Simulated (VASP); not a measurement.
# Y in VASP: a series of runs, part 2 of 2

VASP 6.6.1. The steps go on from the part before.

### Step 3. Single point, PBE

This run uses another cell than the first one: it holds 2 atoms, not 4.

File INCAR:

```
SYSTEM = Y
ALGO = Normal
EDIFF = 1E-6
ENCUT = 520
GGA = PE
ISIF = 2
ISMEAR = 0
LASPH = .TRUE.
LCHARG = .FALSE.
LREAL = .FALSE.
LWAVE = .FALSE.
NBANDS = 18
NELM = 100
PREC = Accurate
SIGMA = 0.1
```

File KPOINTS:

```
k-points
0
G
  24 24 24
  0 0 0
```

File POSCAR:

```
Y
1.0
   -1.6776177632      1.6776177632      5.9755933912
    1.6776177632     -1.6776177632      5.9755933912
    1.6776177632      1.6776177632     -5.9755933912
Y
2
Direct
    0.0000000000      0.0000000000      0.0000000000
    0.7500000000      0.2500000000      0.5000000000
```

Potentials or basis: VASP PAW PBE potentials, release 64 (Y_sv).

Command:

```
cat potpaw_PBE.64/Y_sv/POTCAR > POTCAR
mpirun -np 1 vasp_std > vasp.out
```

OUTCAR:

```text
SYSTEM = Y
   EDIFF = 1E-6
   ENCUT = 520
   GGA = PE
   ISIF = 2
   ISMEAR = 0
   LASPH = .TRUE.
   LREAL = .FALSE.
   NELM = 100
   PREC = Accurate

 ion  position               nearest neighbor table
   1  0.000  0.000  0.000-   2 3.43   2 3.43   2 3.43   2 3.43
   2  0.750  0.250  0.500-   1 3.43   1 3.43   1 3.43   1 3.43

  LATTYP: Found a body centered tetragonal cell.
 ALAT       =     3.3552355264
 C/A-ratio  =     3.5619516688

  Lattice vectors:

 A1 = (  -1.6776177632,   1.6776177632,   5.9755933912)
 A2 = (   1.6776177632,  -1.6776177632,   5.9755933912)
 A3 = (   1.6776177632,   1.6776177632,  -5.9755933912)

Analysis of symmetry for initial positions (statically):
=====================================================================
 Subroutine PRICEL returns:
 Original cell was already a primitive cell.

 Routine SETGRP: Setting up the symmetry group for a
 body centered tetragonal supercell.

 Subroutine GETGRP returns: Found 16 space group operations
 (whereof  8 operations were pure point group operations)
 out of a pool of 16 trial point group operations.

The static configuration has the point symmetry D_2d.
 The point group associated with its full space group is D_4h.

Analysis of symmetry for dynamics (positions and initial velocities):
=====================================================================
 Subroutine PRICEL returns:
 Original cell was already a primitive cell.

 Routine SETGRP: Setting up the symmetry group for a
 body centered tetragonal supercell.

 Subroutine GETGRP returns: Found 16 space group operations
 (whereof  8 operations were pure point group operations)
 out of a pool of 16 trial point group operations.

The dynamic configuration has the point symmetry D_2d.
 The point group associated with its full space group is D_4h.

[... 112 lines left out ...]
   EFERMI =   0.00;   METHOD = LEGACY
   ISMEAR =     0;   SIGMA  =   0.10  broadening in eV -4-tet -1-fermi 0-gaus
   EFERMI_NEDOS =   21; number of points for ismear=-14 and -15
   IALGO  =     38    algorithm
   IMIX   =      4    mixing-type and parameters
     AMIX     =   0.40;   BMIX     =  1.00
     AMIX_MAG =   1.60;   BMIX_MAG =  1.00
  volume/ion in A,a.u.               =      33.64       226.98
  Fermi-wavevector in a.u.,A,eV,Ry     =   1.127907  2.131436 17.308987  1.272175
  Thomas-Fermi vector in A             =   2.264595
   LORBIT       =      0    0 simple, 1 ext, 2 COOP (PROOUT), +10 PAW based schemes
   GGA     = PE    functional components
   LHFCALC =     F    Hartree Fock is set to
   AEXX    =    0.0000 exact exchange contribution
   IVDW    =     0    specifies the selected vdW correction
   LEPSILON=     F    determine dielectric tensor
   LRPA    =     F    only Hartree local field effects (RPA)
 non-spin polarized calculation
 Gauss-broadening in eV      SIGMA  =   0.10
  energy-cutoff  :      520.00
  volume of cell :       67.27
 maximum number of plane-waves:      1837
   NGX = 23   NGY = 23   NGZ = 23

 number of electron      22.0000000 magnetization

 Free energy of the ion-electron system (eV)
  ---------------------------------------------------
  ext. energy  EPLUGINS =         0.00000000
  ---------------------------------------------------
  free energy    TOTEN  =       -11.99803817 eV

  energy without entropy =      -11.97605561  energy(sigma->0) =      -11.98704689

 E-fermi :   2.8012     XC(G=0):  -9.3042

 val. band max:        2.8010866883   @ k =  -0.2500  -0.2500   0.1250
 cond. band min:       2.8012280620   @ k =  -0.2917   0.2917   0.2917
 fundamental gap:      0.0001413738
 Fermi energy:         2.8011861640

 k-point     1 :       0.0000    0.0000    0.0000
  band No.  band energies     occupation
      1     -39.9917      2.00000
      2     -39.9163      2.00000
      3     -20.2754      2.00000
      4     -19.7067      2.00000
      5     -19.7067      2.00000
      6     -19.6742      2.00000
[... 481 lines left out ...]
      5     -19.9883      2.00000
      6     -19.7105      2.00000
[... 10 lines left out ...]
     17       6.4475      0.00000
     18       6.7088      0.00000

 [... further k-points ...]

------------------------ aborting loop because EDIFF is reached ----------------------------------------

  FORCE on cell =-STRESS in cart. coord.  units (eV):
  Direction    XX          YY          ZZ          XY          YZ          ZX
  --------------------------------------------------------------------------------------
  -------------------------------------------------------------------------------------
  Total        0.0143211      0.0143211     -0.0412925      0.0000000      0.0000000      0.0000000
  in kB        0.3410821      0.3410821     -0.9834558      0.0000000      0.0000000      0.0000000
  external PRESSURE =      -0.1004306 kB  Pullay stress =       0.0000000 kB

 VOLUME and BASIS-vectors are now :
 -----------------------------------------------------------------------------
  energy-cutoff  :      520.00
  volume of cell :       67.27
      direct lattice vectors                 reciprocal lattice vectors
    -1.677617763  1.677617763  5.975593391     0.000000000  0.298041670  0.083673699
     1.677617763 -1.677617763  5.975593391     0.298041670  0.000000000  0.083673699
     1.677617763  1.677617763 -5.975593391     0.298041670  0.298041670  0.000000000

 POSITION                                       TOTAL-FORCE (eV/Angst)
 -----------------------------------------------------------------------------------
      0.00000      0.00000      0.00000        -0.000000      0.000000      0.000000
     -0.00000      1.67762      2.98780         0.000000     -0.000000     -0.000000
 -----------------------------------------------------------------------------------
    total drift:                                0.000000     -0.000000      0.000000

  FREE ENERGIE OF THE ION-ELECTRON SYSTEM (eV)
  ---------------------------------------------------
  free  energy   TOTEN  =       -11.9980381651 eV

  energy  without entropy=      -11.9760556072  energy(sigma->0) =      -11.98704689
```

It took 51 min on 1 thread of Intel Xeon Platinum 8375C at 2.90GHz (Ice Lake), shared host; peak memory 1.3 GiB.

What came out:

```
Free energy            : -11.9980 eV
Pressure               : 0.0 GPa
Band gap on the k mesh : zero (bands 11 and 12 overlap by 0.83 eV)
```

Stress tensor (GPa, compression positive):
```
 0.03  0.00  0.00
 0.00  0.03  0.00
 0.00  0.00 -0.10
```
